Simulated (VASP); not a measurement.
Here is a VASP 6.6.1 calculation.

POSCAR

```
BP
1.0
    0.0000000000      2.0874800000      2.2690000000
    2.0874800000      0.0000000000      2.2690000000
    2.0874800000      2.0874800000      0.0000000000
B P
1 1
Direct
    0.0000000000      0.0000000000      0.0000000000
    0.7500000000      0.7500000000      0.7500000000
```

INCAR.step1

```
ALGO     = Normal         # electronic algorithm
EDIFF    = 1E-4           # SCF threshold, eV
ENCUT    = 520            # plane-wave cutoff, eV
GGA      = PE             # functional
ISMEAR   = 0              # smearing method
LASPH    = True           # aspherical terms in the spheres
LCHARG   = False          # write CHGCAR
LREAL    = False          # projectors in reciprocal space
LWAVE    = True           # write WAVECAR
NBANDS   = 11             # bands
NELM     = 80             # most SCF steps
PREC     = Accurate       # precision mode
SIGMA    = 0.05           # smearing width, eV
```

INCAR.step2

```
ALGO     = Normal         # electronic algorithm
EDIFF    = 1E-6           # SCF threshold, eV
ENCUT    = 520            # plane-wave cutoff, eV
ISIF     = 2              # what is computed and relaxed
ISMEAR   = 0              # smearing method
ISTART   = 1            
LASPH    = True           # aspherical terms in the spheres
LCHARG   = False          # write CHGCAR
LMIXTAU  = True         
LREAL    = False          # projectors in reciprocal space
LWAVE    = False          # write WAVECAR
METAGGA  = R2SCAN         # meta-GGA
NBANDS   = 11             # bands
NELM     = 80             # most SCF steps
PREC     = Accurate       # precision mode
SIGMA    = 0.05           # smearing width, eV
```

The input KPOINTS:

```
k-points
0
Gamma
  10 10 10
```

Potentials or basis: VASP PAW PBE potentials, release 64 (B, P).

The run is started by

```bash
$ cat potpaw_PBE.64/B/POTCAR potpaw_PBE.64/P/POTCAR > POTCAR
$ cp INCAR.step1 INCAR
$ mpirun -np 1 vasp_std > vasp.out
$ cp INCAR.step2 INCAR
$ mpirun -np 1 vasp_std > vasp.out
```

**Question.** Predict the pressure.

**Answer.** 37.1 GPa.

**Question.** Predict the band gap on the k mesh.

**Answer.** 0.51 eV, indirect (least direct gap 3.51 eV).

Stress tensor (GPa, compression positive):
```
47.39  0.00  0.00
 0.00 47.39  0.00
 0.00  0.00 16.64
```

Caveat: the cell differs from its parent crystal (strain -0.080 along x and y, +0.000 along z); the PAW data sets were made with another functional, which shifts forces and pressure a little. A k mesh can miss the band edges.
